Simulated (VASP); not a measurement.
# Al7Ni8 in VASP: single point with LDA

Aim: the single point of Al7Ni8 with LDA.

Everything below comes from runs of VASP 6.6.1. Logs are shortened: lines on timing, memory, paths and dates and some standing lists are left out, and cuts for length are marked.

## (1) The cell of the first run

The cell holds a slab with vacuum, 15 atoms: a = 4.048 Å, b = 4.048 Å, c = 26.567 Å, α = 90.00°, β = 90.00°, γ = 120.00°.

## (2) Single point, LDA

INCAR

```
SYSTEM = Al7Ni8
PREC = Accurate ; ENCUT = 520
EDIFF = 1E-6 ; ISMEAR = 0
SIGMA = 0.1 ; LREAL = .FALSE.
LASPH = .TRUE. ; NELM = 120
ALGO = Normal ; ISIF = 2
LWAVE = .FALSE. ; LCHARG = .FALSE.
LDIPOL = .TRUE. ; IDIPOL = 3
DIPOL = 0.5 0.5 0.500 ; NBANDS = 64
GGA_COMPAT = .FALSE. ; NELMDL = -8
```

KPOINTS

```
Automatic mesh
0
G
  9 9 1
  0 0 0
```

POSCAR

```
Al7Ni8
1.0
    4.0477133473      0.0000000000      0.0000000000
   -2.0238566737      3.5054225860      0.0000000000
    0.0000000000      0.0000000000     26.5673043804
Ni Al
8 7
Direct
    0.3333333333      0.6666666667      0.2823018810
    0.0000000000      0.0000000000      0.3445013436
    0.6666666667      0.3333333333      0.4067008061
    0.3333333333      0.6666666667      0.4689002687
    0.0000000000      0.0000000000      0.5310997313
    0.6666666667      0.3333333333      0.5932991939
    0.3333333333      0.6666666667      0.6554986564
    0.0000000000      0.0000000000      0.7176981190
    0.6666666667      0.3333333333      0.3134016123
    0.3333333333      0.6666666667      0.3756010749
    0.0000000000      0.0000000000      0.4378005374
    0.6666666667      0.3333333333      0.5000000000
    0.3333333333      0.6666666667      0.5621994626
    0.0000000000      0.0000000000      0.6243989251
    0.6666666667      0.3333333333      0.6865983877
```

Potentials or basis: VASP PAW LDA potentials, release 64 (Ni, Al).

Started as:

```
$ cat potpaw_LDA.64/Ni/POTCAR potpaw_LDA.64/Al/POTCAR > POTCAR
$ mpirun -np 1 vasp_std > vasp.out
```

OUTCAR:

```text
SYSTEM = Al7Ni8
   PREC = Accurate
   ENCUT = 520
   EDIFF = 1E-6
   ISMEAR = 0
   LREAL = .FALSE.
   LASPH = .TRUE.
   NELM = 120
   ISIF = 2
   NELMDL = -8

 ion  position               nearest neighbor table
   1  0.333  0.667  0.282-   9 2.48   9 2.48   9 2.48  10 2.48   2 2.86   2 2.86   2 2.86
   2  0.000  0.000  0.345-  11 2.48  10 2.48   9 2.48  10 2.48   9 2.48  10 2.48   9 2.48   3 2.86
                             3 2.86   3 2.86   1 2.86   1 2.86   1 2.86
   3  0.667  0.333  0.407-   9 2.48  10 2.48  10 2.48  10 2.48  11 2.48  11 2.48  11 2.48  12 2.48
                             2 2.86   2 2.86   2 2.86   4 2.86   4 2.86   4 2.86
   4  0.333  0.667  0.469-  10 2.48  12 2.48  12 2.48  11 2.48  11 2.48  11 2.48  12 2.48  13 2.48
                             3 2.86   3 2.86   5 2.86   5 2.86   5 2.86   3 2.86
   5  0.000  0.000  0.531-  14 2.48  13 2.48  12 2.48  13 2.48  12 2.48  13 2.48  12 2.48  11 2.48
                             6 2.86   4 2.86   6 2.86   4 2.86   6 2.86   4 2.86
   6  0.667  0.333  0.593-  15 2.48  14 2.48  14 2.48  14 2.48  13 2.48  13 2.48  13 2.48  12 2.48
                             7 2.86   7 2.86   7 2.86   5 2.86   5 2.86   5 2.86
   7  0.333  0.667  0.655-  13 2.48  15 2.48  15 2.48  14 2.48  14 2.48  14 2.48  15 2.48   6 2.86
                             6 2.86   6 2.86   8 2.86   8 2.86   8 2.86
   8  0.000  0.000  0.718-  15 2.48  15 2.48  15 2.48  14 2.48   7 2.86   7 2.86   7 2.86
   9  0.667  0.333  0.313-   3 2.48   1 2.48   1 2.48   2 2.48   2 2.48   2 2.48   1 2.48  10 2.86
                            10 2.86  10 2.86
  10  0.333  0.667  0.376-   4 2.48   3 2.48   3 2.48   3 2.48   2 2.48   2 2.48   2 2.48   1 2.48
                            11 2.86  11 2.86  11 2.86   9 2.86   9 2.86   9 2.86
  11  0.000  0.000  0.438-   2 2.48   4 2.48   3 2.48   4 2.48   3 2.48   4 2.48   3 2.48   5 2.48
                            10 2.86  10 2.86  10 2.86  12 2.86  12 2.86  12 2.86
  12  0.667  0.333  0.500-   4 2.48   4 2.48   5 2.48   5 2.48   5 2.48   4 2.48   3 2.48   6 2.48
                            13 2.86  13 2.86  11 2.86  11 2.86  11 2.86  13 2.86
  13  0.333  0.667  0.562-   7 2.48   6 2.48   6 2.48   5 2.48   5 2.48   5 2.48   6 2.48   4 2.48
                            14 2.86  14 2.86  14 2.86  12 2.86  12 2.86  12 2.86
  14  0.000  0.000  0.624-   5 2.48   6 2.48   6 2.48   6 2.48   7 2.48   7 2.48   7 2.48   8 2.48
                            13 2.86  13 2.86  13 2.86  15 2.86  15 2.86  15 2.86
  15  0.667  0.333  0.687-   6 2.48   7 2.48   7 2.48   8 2.48   8 2.48   8 2.48   7 2.48  14 2.86
                            14 2.86  14 2.86

  LATTYP: Found a hexagonal cell.
 ALAT       =     4.0477133473
 C/A-ratio  =     6.5635340502

  Lattice vectors:

 A1 = (   4.0477133473,   0.0000000000,   0.0000000000)
 A2 = (  -2.0238566737,   3.5054225860,   0.0000000000)
 A3 = (   0.0000000000,   0.0000000000,  26.5673043804)

Analysis of symmetry for initial positions (statically):
=====================================================================
 Subroutine PRICEL returns:
 Original cell was already a primitive cell.

 Routine SETGRP: Setting up the symmetry group for a
 hexagonal supercell.

 Subroutine GETGRP returns: Found 12 space group operations
 (whereof  6 operations were pure point group operations)
 out of a pool of 24 trial point group operations.

The static configuration has the point symmetry C_3v.
 The point group associated with its full space group is D_3d.

Analysis of symmetry for dynamics (positions and initial velocities):
=====================================================================
 Subroutine PRICEL returns:
 Original cell was already a primitive cell.

 Routine SETGRP: Setting up the symmetry group for a
 hexagonal supercell.

 Subroutine GETGRP returns: Found 12 space group operations
 (whereof  6 operations were pure point group operations)
 out of a pool of 24 trial point group operations.

The dynamic configuration has the point symmetry C_3v.
 The point group associated with its full space group is D_3d.

 Subroutine INISYM returns: Found 12 space group operations
 (whereof  6 operations are pure point group operations),
 and found     1 'primitive' translations

----------------------------------------------------------------------------------------

                                     Primitive cell

  volume of cell :     376.9620
[... 75 lines left out ...]
  0.333333  0.000000  0.000000      6.000000
  0.444444  0.000000  0.000000      6.000000
  0.111111  0.111111  0.000000      6.000000
  0.222222  0.111111  0.000000     12.000000
  0.333333  0.111111  0.000000     12.000000
  0.444444  0.111111  0.000000      6.000000
  0.222222  0.222222  0.000000      6.000000
  0.333333  0.222222  0.000000     12.000000
  0.333333  0.333333  0.000000      2.000000
   k-points           NKPTS =     12   k-points in BZ     NKDIM =     12   number of bands    NBANDS=     64
   number of dos      NEDOS =    301   number of ions     NIONS =     15
   total plane-waves  NPLWV = 180000
   dimension x,y,z NGX =    30 NGY =   30 NGZ =  200
   dimension x,y,z NGXF=    60 NGYF=   60 NGZF=  400
   ions per type =               8   7
   NGX,Y,Z   is equivalent  to a cutoff of  12.32, 12.32, 12.52 a.u.
   NGXF,Y,Z  is equivalent  to a cutoff of  24.64, 24.64, 25.03 a.u.
 SYSTEM =  Al7Ni8
   PREC   = accura    normal or accurate (medium, high low for compatibility)
   ISTART =      0    job   : 0-new  1-cont  2-samecut
   ICHARG =      2    charge: 1-file 2-atom 10-const
   ISPIN  =      1    spin polarized calculation?
   LNONCOLLINEAR =      F non collinear calculations
   LSORBIT =      F    spin-orbit coupling
   LASPH  =      T    aspherical Exc in radial PAW
   ENCUT  =  520.0 eV  38.22 Ry    6.18 a.u.   7.53  7.53 49.40*2*pi/ulx,y,z
   NELM   =    120;   NELMIN=  2; NELMDL= -8     # of ELM steps
   EDIFF  = 0.1E-05   stopping-criterion for ELM
   LREAL  =      F    real-space projection
   EDIFFG = 0.1E-04   stopping-criterion for IOM
   NSW    =      0    number of steps for IOM
   IBRION =     -1    ionic relax: 0-MD 1-quasi-New 2-CG
   NFREE  =      0    steps in history (QN), initial steepest desc. (CG)
   ISIF   =      2    stress and relaxation
   ISYM   =      2    0-nonsym 1-usesym 2-fastsym
   POTIM  = 0.5000    time-step for ionic-motion
   TEBEG  =    0.0;   TEEND  =   0.0 temperature during run
   PSTRESS=    0.0 pullay stress
   NELECT =     101.0000    total number of electrons
   NUPDOWN=      -1.0000    fix difference up-down
   EMIN   =  10.00;   EMAX   =-10.00  energy-range for DOS
   EFERMI =   0.00;   METHOD = LEGACY
   ISMEAR =     0;   SIGMA  =   0.10  broadening in eV -4-tet -1-fermi 0-gaus
   EFERMI_NEDOS =   21; number of points for ismear=-14 and -15
   IALGO  =     38    algorithm
   IMIX   =      4    mixing-type and parameters
     AMIX     =   0.40;   BMIX     =  1.00
     AMIX_MAG =   1.60;   BMIX_MAG =  1.00
  volume/ion in A,a.u.               =      25.13       169.59
  Fermi-wavevector in a.u.,A,eV,Ry     =   1.055398  1.994412 15.155040  1.113864
  Thomas-Fermi vector in A             =   2.190594
   LORBIT       =      0    0 simple, 1 ext, 2 COOP (PROOUT), +10 PAW based schemes
   GGA     = CA    functional components
   LHFCALC =     F    Hartree Fock is set to
   AEXX    =    0.0000 exact exchange contribution
   IVDW    =     0    specifies the selected vdW correction
   LEPSILON=     F    determine dielectric tensor
   LRPA    =     F    only Hartree local field effects (RPA)
 non-spin polarized calculation
 Gauss-broadening in eV      SIGMA  =   0.10
  energy-cutoff  :      520.00
  volume of cell :      376.96
 maximum number of plane-waves:     10201
 NGX is ok and might be reduce to    30
   NGX = 15   NGY = 15   NGZ = 99

 dipolmoment           0.000000      0.000000     -0.000000 electrons x Angstroem

 number of electron     100.9999916 magnetization

 dipolmoment           0.000000      0.000000      0.000000 electrons x Angstroem

 Free energy of the ion-electron system (eV)
  ---------------------------------------------------
  ext. energy  EPLUGINS =         0.00000000
  ---------------------------------------------------
  free energy    TOTEN  =       -87.20187444 eV

  energy without entropy =      -87.15831591  energy(sigma->0) =      -87.18009518

 E-fermi :   2.1993     XC(G=0):  -6.6672

 val. band max:        2.1850535024   @ k =   0.3333   0.3333   0.0000
 cond. band min:       2.2464530745   @ k =   0.2222   0.0000   0.0000
 fundamental gap:      0.0613995721
 Fermi energy:         2.1992900936

 k-point     1 :       0.0000    0.0000    0.0000
  band No.  band energies     occupation
      1      -8.7618      2.00000
      2      -8.0164      2.00000
      3      -6.8732      2.00000
      4      -5.4619      2.00000
      5      -3.9323      2.00000
      6      -2.5964      2.00000
[... 769 lines left out ...]
     61       5.8041      0.00000
     62       7.5327      0.00000
 [bands above 62 left out]

------------------------ aborting loop because EDIFF is reached ----------------------------------------

 vacuum level on the upper side and lower side of the slab       (xc-potential included)        -0.182        -0.182

  FORCE on cell =-STRESS in cart. coord.  units (eV):
  Direction    XX          YY          ZZ          XY          YZ          ZX
  --------------------------------------------------------------------------------------
  -------------------------------------------------------------------------------------
  Total      -11.1943989    -11.1943989    -10.0783067      0.0000000      0.0000000     -0.0000000
  in kB      -47.5788280    -47.5788280    -42.8351736      0.0000000      0.0000000     -0.0000000
  external PRESSURE =     -45.9976098 kB  Pullay stress =       0.0000000 kB

 VOLUME and BASIS-vectors are now :
 -----------------------------------------------------------------------------
  energy-cutoff  :      520.00
  volume of cell :      376.96
      direct lattice vectors                 reciprocal lattice vectors
     4.047713347  0.000000000  0.000000000     0.247053068  0.142636155  0.000000000
    -2.023856674  3.505422586  0.000000000     0.000000000  0.285272310  0.000000000
     0.000000000  0.000000000 26.567304380     0.000000000  0.000000000  0.037640251

 POSITION                                       TOTAL-FORCE (eV/Angst)
 -----------------------------------------------------------------------------------
     -0.00000      2.33695      7.50000         0.000000      0.000000      1.811811
      0.00000      0.00000      9.15247        -0.000000     -0.000000     -0.284919
      2.02386      1.16847     10.80494        -0.000000      0.000000     -0.083542
     -0.00000      2.33695     12.45742         0.000000     -0.000000     -0.022250
      0.00000      0.00000     14.10989        -0.000000      0.000000      0.022250
      2.02386      1.16847     15.76236         0.000000     -0.000000      0.083542
     -0.00000      2.33695     17.41483        -0.000000      0.000000      0.284919
      0.00000      0.00000     19.06730        -0.000000     -0.000000     -1.811811
      2.02386      1.16847      8.32624         0.000000     -0.000000     -0.537308
     -0.00000      2.33695      9.97871         0.000000      0.000000     -0.384302
      0.00000      0.00000     11.63118        -0.000000     -0.000000     -0.063903
      2.02386      1.16847     13.28365        -0.000000     -0.000000     -0.000000
     -0.00000      2.33695     14.93612         0.000000      0.000000      0.063903
      0.00000      0.00000     16.58860        -0.000000     -0.000000      0.384302
      2.02386      1.16847     18.24107        -0.000000     -0.000000      0.537308
 -----------------------------------------------------------------------------------
    total drift:                                0.000000     -0.000000     -0.000000

  FREE ENERGIE OF THE ION-ELECTRON SYSTEM (eV)
  ---------------------------------------------------
  free  energy   TOTEN  =       -87.2018744431 eV

  energy  without entropy=      -87.1583159104  energy(sigma->0) =      -87.18009518

 vacuum level on the upper side and lower side of the slab         6.555         6.555
```

It took 19 min on 1 thread of Intel Xeon Platinum 8488C (Sapphire Rapids), shared host; peak memory 0.42 GiB.

Results:

* Free energy: -87.2019 eV
* Largest force: 1.812 eV/Å
* Band gap on the k mesh: zero (an odd number of electrons rules out a gap without spin polarisation)

Forces on the atoms (eV/Å):
```
Ni   0.000  0.000  1.812
Ni   0.000  0.000 -0.285
Ni   0.000  0.000 -0.084
Ni   0.000  0.000 -0.022
Ni   0.000  0.000  0.022
Ni   0.000  0.000  0.084
Ni   0.000  0.000  0.285
Ni   0.000  0.000 -1.812
Al   0.000  0.000 -0.537
Al   0.000  0.000 -0.384
Al   0.000  0.000 -0.064
Al   0.000  0.000  0.000
Al   0.000  0.000  0.064
Al   0.000  0.000  0.384
Al   0.000  0.000  0.537
```

Levels at points of the mesh, in eV from the Fermi level:
```tsv
k point	band 49	band 50	band 51	band 52	band 53	band 54
(0.00, 0.00, 0.00)	2.01	2.01	2.13	2.13	2.19	2.44
```

Spin polarisation is off, so any magnetic state and its effect on volume and gap are missing.
